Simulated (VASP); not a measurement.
# Ga2P (P4/nmm) in VASP: a series of runs

The runs below take Ga2P through single point, relaxation of cell and atoms, with PBE.

Program: VASP 6.6.1. These are calculated values, not measurements. Logs are shortened: lines on timing, memory, paths and dates and some standing lists are left out, and cuts for length are marked.

## 1. The cell of the first run

It takes space group P4/nmm (No. 129, tetragonal). The conventional cell has a = 3.715 Å, b = 3.715 Å, c = 7.868 Å, α = 90.00°, β = 90.00°, γ = 90.00°. Ga (site symmetry -4m2) has 8 Ga at 2.63 to 3.40 Å and 4 P at 3.11 Å within 3.5 Å. Ga (site symmetry 4mm) has 5 P at 2.52 to 2.65 Å and 8 Ga at 3.40 to 3.41 Å within 3.5 Å. Within 3.3 Å of P (site symmetry 4mm) lie 9 Ga at 2.52 to 3.11 Å.

The cell was generated, and may not be a known phase.

## 2. Single point, PBE

Input file INCAR:

```
  PREC = Accurate
  ENCUT = 520
  EDIFF = 1E-7
  ISMEAR = 0
  SIGMA = 0.1
  LREAL = F
  LASPH = T
  NELM = 100
  ALGO = Normal
  ISIF = 2
  LWAVE = F
  LCHARG = F
  GGA = PE
  NBANDS = 40
```

Input file KPOINTS:

```
Automatic mesh
0
Gamma
  10 10 6
```

Input file POSCAR:

```
Ga2P
1.0
    3.7150013646      0.0000000000      0.0000000000
    0.0000000000      3.7150013646      0.0000000000
    0.0000000000      0.0000000000      7.8684087281
Ga P
4 2
Direct
    0.5000000000      0.5000000000      0.0000000000
    0.0000000000      0.0000000000      0.0000000000
    0.5000000000      0.0000000000      0.3623040849
    0.0000000000      0.5000000000      0.6376959151
    0.5000000000      0.0000000000      0.6827777705
    0.0000000000      0.5000000000      0.3172222295
```

Potentials or basis: VASP PAW PBE potentials, release 64 (Ga_d, P).

Launch:

```console
cat potpaw_PBE.64/Ga_d/POTCAR potpaw_PBE.64/P/POTCAR > POTCAR
mpirun -np 1 vasp_std > vasp.out
```

OUTCAR:

```text
PREC = Accurate
   ENCUT = 520
   EDIFF = 1E-7
   ISMEAR = 0
   LREAL = F
   LASPH = T
   NELM = 100
   ISIF = 2
   GGA = PE

 ion  position               nearest neighbor table
   1  0.500  0.500  0.000-   2 2.63   2 2.63   2 2.63   2 2.63
   2  0.000  0.000  0.000-   1 2.63   1 2.63   1 2.63   1 2.63
   3  0.500  0.000  0.362-   5 2.52   6 2.65   6 2.65   6 2.65   6 2.65
   4  0.000  0.500  0.638-   6 2.52   5 2.65   5 2.65   5 2.65   5 2.65
   5  0.500  0.000  0.683-   3 2.52   4 2.65   4 2.65   4 2.65   4 2.65
   6  0.000  0.500  0.317-   4 2.52   3 2.65   3 2.65   3 2.65   3 2.65

  LATTYP: Found a simple tetragonal cell.
 ALAT       =     3.7150013646
 C/A-ratio  =     2.1180096468

  Lattice vectors:

 A1 = (   3.7150013646,   0.0000000000,   0.0000000000)
 A2 = (   0.0000000000,   3.7150013646,   0.0000000000)
 A3 = (   0.0000000000,   0.0000000000,   7.8684087281)

Analysis of symmetry for initial positions (statically):
=====================================================================
 Subroutine PRICEL returns:
 Original cell was already a primitive cell.

 Routine SETGRP: Setting up the symmetry group for a
 simple tetragonal supercell.

 Subroutine GETGRP returns: Found 16 space group operations
 (whereof  8 operations were pure point group operations)
 out of a pool of 16 trial point group operations.

The static configuration has the point symmetry D_2d.
 The point group associated with its full space group is D_4h.

Analysis of symmetry for dynamics (positions and initial velocities):
=====================================================================
 Subroutine PRICEL returns:
 Original cell was already a primitive cell.

 Routine SETGRP: Setting up the symmetry group for a
 simple tetragonal supercell.

 Subroutine GETGRP returns: Found 16 space group operations
 (whereof  8 operations were pure point group operations)
 out of a pool of 16 trial point group operations.

The dynamic configuration has the point symmetry D_2d.
 The point group associated with its full space group is D_4h.

 Subroutine INISYM returns: Found 16 space group operations
 (whereof  8 operations are pure point group operations),
 and found     1 'primitive' translations

----------------------------------------------------------------------------------------

                                     Primitive cell

  volume of cell :     108.5938

  direct lattice vectors                    reciprocal lattice vectors
     3.715001365  0.000000000  0.000000000     0.269178905  0.000000000  0.000000000
     0.000000000  3.715001365  0.000000000     0.000000000  0.269178905  0.000000000
     0.000000000  0.000000000  7.868408728     0.000000000  0.000000000  0.127090500

  length of vectors
     3.715001365  3.715001365  7.868408728     0.269178905  0.269178905  0.127090500

  position of ions in fractional coordinates (direct lattice)
     0.500000000  0.500000000  0.000000000
     0.000000000  0.000000000  0.000000000
     0.500000000  0.000000000  0.362304085
     0.000000000  0.500000000  0.637695915
     0.500000000  0.000000000  0.682777771
     0.000000000  0.500000000  0.317222229

  ion indices of the primitive-cell ions
   primitive index   ion index
                 1           1
                 2           2
                 3           3
                 4           4
                 5           5
                 6           6

----------------------------------------------------------------------------------------

 KPOINTS: Automatic mesh

Automatic generation of k-mesh.
 Grid dimensions read from file:
 generate k-points for:   10   10    6

 Generating k-lattice:

  Cartesian coordinates                     Fractional coordinates (reciprocal lattice)
     0.026917891  0.000000000  0.000000000     0.100000000  0.000000000  0.000000000
     0.000000000  0.026917891  0.000000000     0.000000000  0.100000000  0.000000000
     0.000000000  0.000000000  0.021181750     0.000000000  0.000000000  0.166666667

  Length of vectors
     0.026917891  0.026917891  0.021181750

  Shift w.r.t. Gamma in fractional coordinates (k-lattice)
     0.000000000  0.000000000  0.000000000

 Subroutine IBZKPT returns following result:
 ===========================================

 Found     84 irreducible k-points:

 Following reciprocal coordinates:
            Coordinates               Weight
  0.000000  0.000000  0.000000      1.000000
  0.100000  0.000000  0.000000      4.000000
  0.200000  0.000000  0.000000      4.000000
  0.300000  0.000000  0.000000      4.000000
  0.400000  0.000000  0.000000      4.000000
  0.500000  0.000000  0.000000      2.000000
[... 16 lines left out ...]
  0.100000  0.000000  0.166667      8.000000
  0.200000  0.000000  0.166667      8.000000
 [... further k-points ...]
   k-points           NKPTS =     84   k-points in BZ     NKDIM =     84   number of bands    NBANDS=     40
   number of dos      NEDOS =    301   number of ions     NIONS =      6
   total plane-waves  NPLWV =  47040
   dimension x,y,z NGX =    28 NGY =   28 NGZ =   60
   dimension x,y,z NGXF=    56 NGYF=   56 NGZF=  120
   ions per type =               4   2
   NGX,Y,Z   is equivalent  to a cutoff of  12.53, 12.53, 12.68 a.u.
   NGXF,Y,Z  is equivalent  to a cutoff of  25.06, 25.06, 25.35 a.u.
 SYSTEM =  unknown system
   PREC   = accura    normal or accurate (medium, high low for compatibility)
   ISTART =      0    job   : 0-new  1-cont  2-samecut
   ICHARG =      2    charge: 1-file 2-atom 10-const
   ISPIN  =      1    spin polarized calculation?
   LNONCOLLINEAR =      F non collinear calculations
   LSORBIT =      F    spin-orbit coupling
   LASPH  =      T    aspherical Exc in radial PAW
   ENCUT  =  520.0 eV  38.22 Ry    6.18 a.u.   6.91  6.91 14.63*2*pi/ulx,y,z
   NELM   =    100;   NELMIN=  2; NELMDL= -5     # of ELM steps
   EDIFF  = 0.1E-06   stopping-criterion for ELM
   LREAL  =      F    real-space projection
   EDIFFG = 0.1E-05   stopping-criterion for IOM
   NSW    =      0    number of steps for IOM
   IBRION =     -1    ionic relax: 0-MD 1-quasi-New 2-CG
   NFREE  =      0    steps in history (QN), initial steepest desc. (CG)
   ISIF   =      2    stress and relaxation
   ISYM   =      2    0-nonsym 1-usesym 2-fastsym
   POTIM  = 0.5000    time-step for ionic-motion
   TEBEG  =    0.0;   TEEND  =   0.0 temperature during run
   PSTRESS=    0.0 pullay stress
   NELECT =      62.0000    total number of electrons
   NUPDOWN=      -1.0000    fix difference up-down
   EMIN   =  10.00;   EMAX   =-10.00  energy-range for DOS
   EFERMI =   0.00;   METHOD = LEGACY
   ISMEAR =     0;   SIGMA  =   0.10  broadening in eV -4-tet -1-fermi 0-gaus
   EFERMI_NEDOS =   21; number of points for ismear=-14 and -15
   IALGO  =     38    algorithm
   IMIX   =      4    mixing-type and parameters
     AMIX     =   0.40;   BMIX     =  1.00
     AMIX_MAG =   1.60;   BMIX_MAG =  1.00
  volume/ion in A,a.u.               =      18.10       122.14
  Fermi-wavevector in a.u.,A,eV,Ry     =   1.358117  2.566469 25.095689  1.844481
  Thomas-Fermi vector in A             =   2.484977
   LORBIT       =      0    0 simple, 1 ext, 2 COOP (PROOUT), +10 PAW based schemes
   GGA     = PE    functional components
   LHFCALC =     F    Hartree Fock is set to
   AEXX    =    0.0000 exact exchange contribution
   IVDW    =     0    specifies the selected vdW correction
   LEPSILON=     F    determine dielectric tensor
   LRPA    =     F    only Hartree local field effects (RPA)
 non-spin polarized calculation
 Gauss-broadening in eV      SIGMA  =   0.10
  energy-cutoff  :      520.00
  volume of cell :      108.59
 maximum number of plane-waves:      2947
 NGX is ok and might be reduce to    28
   NGX = 13   NGY = 13   NGZ = 29

 number of electron      61.9999985 magnetization

 Free energy of the ion-electron system (eV)
  ---------------------------------------------------
  ext. energy  EPLUGINS =         0.00000000
  ---------------------------------------------------
  free energy    TOTEN  =       -22.07813958 eV

  energy without entropy =      -22.06832842  energy(sigma->0) =      -22.07323400

 E-fermi :   6.0957     XC(G=0): -10.8921

 val. band max:        6.0853982932   @ k =   0.2000   0.2000   0.3333
 cond. band min:       6.1196417529   @ k =   0.1000   0.1000   0.0000
 fundamental gap:      0.0342434597
 Fermi energy:         6.0957086787

 k-point     1 :       0.0000    0.0000    0.0000
  band No.  band energies     occupation
      1      -9.2449      2.00000
      2      -9.1044      2.00000
      3      -9.0827      2.00000
      4      -8.9500      2.00000
      5      -8.9500      2.00000
      6      -8.8610      2.00000
[... 32 lines left out ...]
     39      13.1021      0.00000
     40      13.4527      0.00000

 k-point     2 :       0.1000    0.0000    0.0000
  band No.  band energies     occupation
      1      -9.2285      2.00000
      2      -9.0901      2.00000
      3      -9.0713      2.00000
      4      -8.9473      2.00000
      5      -8.9449      2.00000
      6      -8.8535      2.00000
[... 32 lines left out ...]
     39      12.8781      0.00000
     40      13.0206      0.00000

 k-point     3 :       0.2000    0.0000    0.0000
  band No.  band energies     occupation
      1      -9.1800      2.00000
      2      -9.0490      2.00000
      3      -9.0395      2.00000
      4      -8.9391      2.00000
      5      -8.9301      2.00000
      6      -8.8335      2.00000
[... 32 lines left out ...]
     39      11.5551      0.00000
     40      12.1122      0.00000

 k-point     4 :       0.3000    0.0000    0.0000
  band No.  band energies     occupation
      1      -9.1021      2.00000
      2      -8.9935      2.00000
      3      -8.9873      2.00000
      4      -8.9241      2.00000
      5      -8.9072      2.00000
      6      -8.8111      2.00000
[... 32 lines left out ...]
     39      10.9312      0.00000
     40      11.7194      0.00000
[... 772 lines left out ...]
     39      13.1282      0.00000
     40      13.1283      0.00000

 k-point    23 :       0.1000    0.0000    0.1667
  band No.  band energies     occupation
      1      -9.2285      2.00000
      2      -9.0896      2.00000
      3      -9.0714      2.00000
      4      -8.9477      2.00000
      5      -8.9449      2.00000
      6      -8.8539      2.00000
[... 32 lines left out ...]
     39      12.8686      0.00000
     40      12.9264      0.00000

 k-point    24 :       0.2000    0.0000    0.1667
  band No.  band energies     occupation
      1      -9.1800      2.00000
      2      -9.0486      2.00000
      3      -9.0396      2.00000
      4      -8.9397      2.00000
      5      -8.9301      2.00000
      6      -8.8331      2.00000
[... 32 lines left out ...]
     39      11.9244      0.00000
     40      11.9808      0.00000

 [... further k-points ...]

------------------------ aborting loop because EDIFF is reached ----------------------------------------

  FORCE on cell =-STRESS in cart. coord.  units (eV):
  Direction    XX          YY          ZZ          XY          YZ          ZX
  --------------------------------------------------------------------------------------
  -------------------------------------------------------------------------------------
  Total        0.0930097      0.0930097      0.0044327      0.0000000     -0.0000000      0.0000000
  in kB        1.3722517      1.3722517      0.0653993      0.0000000     -0.0000000      0.0000000
  external PRESSURE =       0.9366343 kB  Pullay stress =       0.0000000 kB

 VOLUME and BASIS-vectors are now :
 -----------------------------------------------------------------------------
  energy-cutoff  :      520.00
  volume of cell :      108.59
      direct lattice vectors                 reciprocal lattice vectors
     3.715001365  0.000000000  0.000000000     0.269178905  0.000000000  0.000000000
     0.000000000  3.715001365  0.000000000     0.000000000  0.269178905  0.000000000
     0.000000000  0.000000000  7.868408728     0.000000000  0.000000000  0.127090500

 POSITION                                       TOTAL-FORCE (eV/Angst)
 -----------------------------------------------------------------------------------
      1.85750      1.85750      0.00000        -0.000000      0.000000      0.000000
      0.00000      0.00000      0.00000         0.000000     -0.000000      0.000000
      1.85750      0.00000      2.85076         0.000000     -0.000000      0.008109
      0.00000      1.85750      5.01765        -0.000000     -0.000000     -0.008109
      1.85750      0.00000      5.37237        -0.000000     -0.000000      0.002335
      0.00000      1.85750      2.49603         0.000000     -0.000000     -0.002335
 -----------------------------------------------------------------------------------
    total drift:                                0.000000      0.000000     -0.000000

  FREE ENERGIE OF THE ION-ELECTRON SYSTEM (eV)
  ---------------------------------------------------
  free  energy   TOTEN  =       -22.0781395847 eV

  energy  without entropy=      -22.0683284241  energy(sigma->0) =      -22.07323400
```

It took 2.9 min on 1 thread of Intel Xeon 6975P-C (Granite Rapids), shared host; peak memory 0.38 GiB.

Results:

* Free energy: -22.0781 eV
* Pressure: 0.1 GPa
* Largest force: 0.008 eV/Å
* Band gap on the k mesh: zero (bands 31 and 32 overlap by 5.91 eV)

Forces in eV/Å, atoms in the order of the input:
```
Ga   0.000  0.000  0.000
Ga   0.000  0.000  0.000
Ga   0.000  0.000  0.008
Ga   0.000  0.000 -0.008
P    0.000  0.000  0.002
P    0.000  0.000 -0.002
```

## 3. Relaxation of cell and atoms, PBE

This run uses another cell than the first one, of 18.18 Å³/atom.

Input file INCAR:

```
PREC     = Accurate       # precision mode
ENCUT    = 600            # plane-wave cutoff, eV
EDIFF    = 1E-6           # SCF threshold, eV
ISMEAR   = 0              # smearing method
SIGMA    = 0.1            # smearing width, eV
LREAL    = F              # projectors in reciprocal space
LASPH    = T              # aspherical terms in the spheres
NELM     = 100            # most SCF steps
ALGO     = Normal         # electronic algorithm
ISIF     = 3              # what is computed and relaxed
LWAVE    = F              # write WAVECAR
LCHARG   = F              # write CHGCAR
GGA      = PE             # functional
IBRION   = 2              # ionic algorithm
NSW      = 100            # ionic steps
EDIFFG   = -0.01          # ionic threshold
```

Input file KPOINTS:

```
regular mesh
0
Gamma
  10 10 6
```

Input file POSCAR:

```
Ga2P
1.0
    3.7156417746      0.0000000000      0.0000000000
    0.0000000000      3.7156417746      0.0000000000
    0.0000000000      0.0000000000      7.9025917422
Ga P
4 2
Direct
    0.5000000000      0.5000000000      0.0000000000
    0.0000000000      0.0000000000      0.0000000000
    0.5000000000      0.0000000000      0.3623295311
    0.0000000000      0.5000000000      0.6376704689
    0.5000000000      0.0000000000      0.6814269872
    0.0000000000      0.5000000000      0.3185730128
```

Potentials or basis: VASP PAW PBE potentials, release 64 (Ga_d, P).

Launch:

```console
cat potpaw_PBE.64/Ga_d/POTCAR potpaw_PBE.64/P/POTCAR > POTCAR
mpirun -np 1 vasp_std > vasp.out
```

It took 15 min on 1 thread of Intel Xeon 6975P-C (Granite Rapids), shared host; peak memory 0.46 GiB.

Results (log left out):

```
Free energy                           : -22.0780 eV
Relaxed volume                        : 18.12 Å³/atom
Relaxed cell                          : a = 3.718 Å, b = 3.718 Å, c = 7.862 Å, α = 90.00°, β = 90.00°, γ = 90.00°
Space group after relaxing (to 0.1 Å) : P4/nmm (No. 129)
Energy gained by relaxing             : 0.2 meV/atom
Ionic steps                           : 11
Pressure after relaxing               : 0.0 GPa
Largest force after relaxing          : 0.005 eV/Å
Band gap on the k mesh                : zero (bands 31 and 32 overlap by 5.89 eV)
```

Forces on the atoms (eV/Å):
```
Ga   0.000  0.000  0.000
Ga   0.000  0.000  0.000
Ga   0.000  0.000  0.005
Ga   0.000  0.000 -0.005
P    0.000  0.000  0.001
P    0.000  0.000 -0.001
```

The path:
```csv
step,energy change (eV),largest force (eV/Å),pressure (GPa),volume (Å³)
1,0.0000,0.0402,-0.13,109.10
2,-0.0006,0.0419,-0.01,108.87
3,-0.0007,0.0424,0.05,108.75
4,-0.0007,0.0435,0.20,108.50
5,-0.0008,0.0428,0.10,108.64
6,-0.0010,0.0236,-0.04,108.75
7,-0.0011,0.0186,-0.03,108.78
8,-0.0011,0.0087,-0.09,108.83
9,-0.0011,0.0128,0.00,108.81
10,-0.0011,0.0110,-0.07,108.82
11,-0.0011,0.0048,0.01,108.71
```

Final structure:
```
Ga P
1.0
     3.71841    0.00000    0.00000
     0.00000    3.71841    0.00000
     0.00000    0.00000    7.86217
Ga P
4 2
Direct
  0.50000 0.50000 0.00000
  0.00000 0.00000 0.00000
  0.50000 0.00000 0.36234
  0.00000 0.50000 0.63766
  0.50000 0.00000 0.68289
  0.00000 0.50000 0.31711
```

Levels at points of the mesh, in eV from the Fermi level:
```tsv
k point	band 27	band 28	band 29	band 30	band 31	band 32	band 33	band 34	band 35	band 36
(0.00, 0.00, 0.00)	-2.52	-1.77	-1.03	-1.03	-0.23	0.66	0.76	0.76	1.74	3.80
(0.50, 0.00, 0.00)	-1.03	-1.03	-0.39	-0.39	0.95	0.95	2.14	2.14	3.03	3.03
(0.50, 0.50, 0.00)	-4.04	-4.04	-4.02	-4.02	-3.60	-3.60	0.84	0.84	3.22	3.22
(0.00, 0.00, 0.50)	-2.30	-1.54	-1.54	-1.22	0.42	0.72	1.30	1.30	3.03	3.06
(0.50, 0.00, 0.50)	-3.04	-3.04	-0.35	-0.35	2.29	2.29	2.52	2.52	2.94	2.94
(0.50, 0.50, 0.50)	-5.42	-5.42	-2.29	-2.29	-2.26	-2.26	-1.26	-1.26	1.44	1.44
```

The gap in the log of VASP goes by the Fermi energy; the results here count the filled bands.